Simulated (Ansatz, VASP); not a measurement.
Two plane-wave programs on InP

File POSCAR:

```
InP
1.0
    0.0000000000      2.9519763900      2.9519763900
    2.9519763900      0.0000000000      2.9519763900
    2.9519763900      2.9519763900      0.0000000000
In P
1 1
Direct
    0.0000000000      0.0000000000      0.0000000000
    0.7500000000      0.7500000000      0.7500000000
```

INCAR.step1

```
SYSTEM = InP
PREC = Accurate
ENCUT = 600
ISMEAR = 0
SIGMA = 0.02
LREAL = .False.
LASPH = .True.
NELM = 60
GGA = PE
ALGO = Normal
EDIFF = 1E-4
LWAVE = .True.
LCHARG = .False.
```

File INCAR.step2:

```
SYSTEM = InP
PREC = Accurate
ENCUT = 600
EDIFF = 1E-6
ISMEAR = 0
SIGMA = 0.02
LREAL = .False.
LASPH = .True.
NELM = 60
ALGO = Normal
ISIF = 3
LWAVE = .False.
LCHARG = .False.
METAGGA = R2SCAN
LMIXTAU = .True.
LUSE_VDW = .True.
IVDW_NL = 2
BPARAM = 11.95
CPARAM = 0.0093
IBRION = 2
NSW = 100
EDIFFG = -0.002
ISTART = 1
```

File KPOINTS:

```
Automatic mesh
0
Gamma
  8 8 8
  0 0 0
```

Input for Ansatz:

```yaml
crystal:
  lattice:
    - [0.0, 2.95197639, 2.95197639]
    - [2.95197639, 0.0, 2.95197639]
    - [2.95197639, 2.95197639, 0.0]
  atoms:
    - { symbol: In, position: [0.0, 0.0, 0.0] }
    - { symbol: P, position: [0.75, 0.75, 0.75] }
basis:
  ecutwfc: 500
kpoints:
  mp_grid: { grid: [8, 8, 8] }
hamiltonian:
  xc: r2scan
  dispersion: rvv10
  pseudopotentials: { kind: paw, azcp: { folder: soft_1 } }
scf:
  occupations: { method: gaussian, width: 0.02 }
output:
  forces: true
  stress: true
  eigenvalues: true
relax:
  adjacent_minimum: "off"
  f_tol: 0.002
  max_steps: 80
  cell: { stress_tol: 0.02 }
```

Alike in both runs: task relaxation of cell and atoms; functional r2SCAN; dispersion rVV10; k mesh 8 × 8 × 8; occupations gaussian, width 0.02 eV; no spin polarisation.

|  | VASP | Ansatz |
| --- | --- | --- |
| version | VASP 6.6.1 | Ansatz 0.2.0 |
| potentials or method | VASP PAW PBE potentials, release 64 (In_d, P), cutoff 600 eV | scalar-relativistic, plane waves, PAW |
| valence electrons in the cell | 18 | 18 |

|  | VASP | Ansatz | Ansatz less VASP |
| --- | --- | --- | --- |
| gap on the k mesh at the Fermi level, each at its own relaxed structure (eV) | 1.07 | 1.06 | -0.011 |
| relaxed volume (Å³/atom) | 25.49 | 25.50 | +0.006 |
| relaxed cell length with the largest relative difference (Å) | 4.162 | 4.162 | +0.0003 |

VASP's potentials were made for PBE, not for r2SCAN.
